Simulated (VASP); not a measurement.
Crystal: Cu3N.

```
Cu N
1.0
     3.80700    0.00000    0.00000
     0.00000    3.80700    0.00000
     0.00000    0.00000    3.80700
Cu N
3 1
Direct
  0.50000 0.00000 0.00000
  0.00000 0.50000 0.00000
  0.00000 0.00000 0.50000
  0.00000 0.00000 0.00000
```

Base run:

```yaml
Program: VASP 6.6.1
Functional: RPBE
Potentials_or_basis: VASP PAW PBE potentials, release 64 (Cu, N)
Cutoff: 600 eV
k_mesh: 6 × 6 × 6
Occupations: gaussian, width 0.01 eV
Spin: no spin polarisation
```

Its results: band gap on the k mesh 0.19 eV, indirect (least direct gap 0.74 eV); pressure 6.5 GPa.

Problem. After a change of settings the same cell gave: band gap on the k mesh 0.19 eV, indirect (least direct gap 0.74 eV); pressure 2.8 GPa. Which change was it?
A. functional from RPBE to revPBE
B. functional from RPBE to r2SCAN; cutoff from 600 eV to 660 eV
C. functional from RPBE to PBE

Solution. C.

PBE binds more tightly than RPBE, so the same cell stands under less pressure.

Caveats: the PAW data sets were made with another functional, which shifts forces and pressure a little (some runs).
